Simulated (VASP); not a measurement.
Write the native input for VASP 6.6.1 that does the following.

| Property | Result |
| --- | --- |
| Task | single point |
| Functional | r2SCAN |
| Potentials or basis | VASP PAW PBE potentials, release 64 (Ta_pv, N) |
| Cutoff | 520 eV |
| k mesh | 12 × 12 × 12 |
| Occupations | gaussian, width 0.1 eV |
| Spin | no spin polarisation |
| Dipole correction | no |
| Further INCAR settings | ALGO = Normal; EDIFF = 1e-07; NBANDS = 38 |

Ta4N3:

```
Ta N
1.0
    -2.23242    2.23242    4.37653
     2.23242   -2.23242    4.37653
     2.23242    2.23242   -4.37653
Ta N
4 3
Direct
  0.00000 0.50000 0.50000
  0.26951 0.26951 0.00000
  0.50000 0.00000 0.50000
  0.73049 0.73049 0.00000
  0.75000 0.25000 0.50000
  0.00000 0.00000 0.00000
  0.25000 0.75000 0.50000
```

These files were run (other wordings do the same):

POSCAR

```
Ta4N3
1.0
   -2.2324180113      2.2324180113      4.3765254404
    2.2324180113     -2.2324180113      4.3765254404
    2.2324180113      2.2324180113     -4.3765254404
Ta N
4 3
Direct
    0.0000000000      0.5000000000      0.5000000000
    0.2695127107      0.2695127107      0.0000000000
    0.5000000000      0.0000000000      0.5000000000
    0.7304872893      0.7304872893      0.0000000000
    0.7500000000      0.2500000000      0.5000000000
    0.0000000000      0.0000000000      0.0000000000
    0.2500000000      0.7500000000      0.5000000000
```

INCAR.step1

```
SYSTEM = Ta4N3
  ALGO = Normal
  EDIFF = 1E-4
  ENCUT = 520
  GGA = PE
  ISMEAR = 0
  LASPH = .TRUE.
  LCHARG = .FALSE.
  LREAL = .FALSE.
  LWAVE = .TRUE.
  NBANDS = 38
  NELM = 60
  PREC = Accurate
  SIGMA = 0.1
```

INCAR.step2

```
SYSTEM = Ta4N3
  ALGO = Normal
  EDIFF = 1E-7
  ENCUT = 520
  ISIF = 2
  ISMEAR = 0
  ISTART = 1
  LASPH = .TRUE.
  LCHARG = .TRUE.
  LELF = .TRUE.
  LMIXTAU = .TRUE.
  LREAL = .FALSE.
  LVHAR = .TRUE.
  LWAVE = .FALSE.
  METAGGA = R2SCAN
  NBANDS = 38
  NELM = 60
  PREC = Accurate
  SIGMA = 0.1
```

KPOINTS

```
k-points
0
G
  12 12 12
  0 0 0
```

Potentials or basis: VASP PAW PBE potentials, release 64 (Ta_pv, N).

Command:

```sh
$ cat potpaw_PBE.64/Ta_pv/POTCAR potpaw_PBE.64/N/POTCAR > POTCAR
$ cp INCAR.step1 INCAR
$ mpirun -np 1 vasp_std > vasp.out
$ cp INCAR.step2 INCAR
$ mpirun -np 1 vasp_std > vasp.out
```

Results of the run:

| Property | Result |
| --- | --- |
| Pressure | -15.6 GPa |
| Largest force | 0.053 eV/Å |
| Band gap on the k mesh | zero (an odd number of electrons rules out a gap without spin polarisation) |

Caveat: the cell stands under tension; the PAW data sets were made with another functional, which shifts forces and pressure a little; spin-orbit coupling is left out, which moves the levels of the heavy elements; an odd number of electrons without spin polarisation forces a metal; a magnetic or distorted state may lie lower.

Run time: 75 min on 1 thread of Oxide Virtual Turin-like Processor, with other jobs on the host, peak memory 0.52 GiB.
